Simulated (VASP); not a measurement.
Runs of VASP 6.6.1 on HfSi3O8. The structure is that of space group P-4 (No. 81), or close to it. The cells are those of the table. 

| cell | k mesh | smearing | gap on the mesh (eV) | pressure (GPa) | largest force (eV/Å) |
| --- | --- | --- | --- | --- | --- |
| a = 5.267, b = 5.267, c = 7.943 Å, 12 atoms | 4 × 4 × 4 | gaussian 0.1 eV | (a) | -0.1 | 0.19 |
| a = 4.437, b = 4.437, c = 6.997 Å, 12 atoms | 4 × 4 × 4 | gaussian 0.1 eV | (b) | 131.7 | 31.79 |
| a = 5.323, b = 5.323, c = 7.937 Å, 12 atoms | 4 × 4 × 4 | gaussian 0.02 eV | 4.91 | -0.2 | 0.19 |
| a = 5.323, b = 5.323, c = 7.937 Å, 12 atoms | 4 × 4 × 2 | gaussian 0.1 eV | 4.91 | -0.2 | 0.19 |

Alike in all rows: task single point; level PBE; potentials or basis VASP PAW PBE potentials, release 64 (Hf_pv, Si, O); no spin polarisation; cutoff (eV) 520.

Problem. Fill in the values left out.

Solution. (a) 4.94; (b) 5.65.

Caveats: spin-orbit coupling is left out, which moves the levels of the heavy elements; forces of over 1 eV/Å act on the atoms, so gaps and moduli don't describe the material at rest (some runs).

A k mesh can miss the band edges, and the runs leave out spin-orbit coupling on Hf.
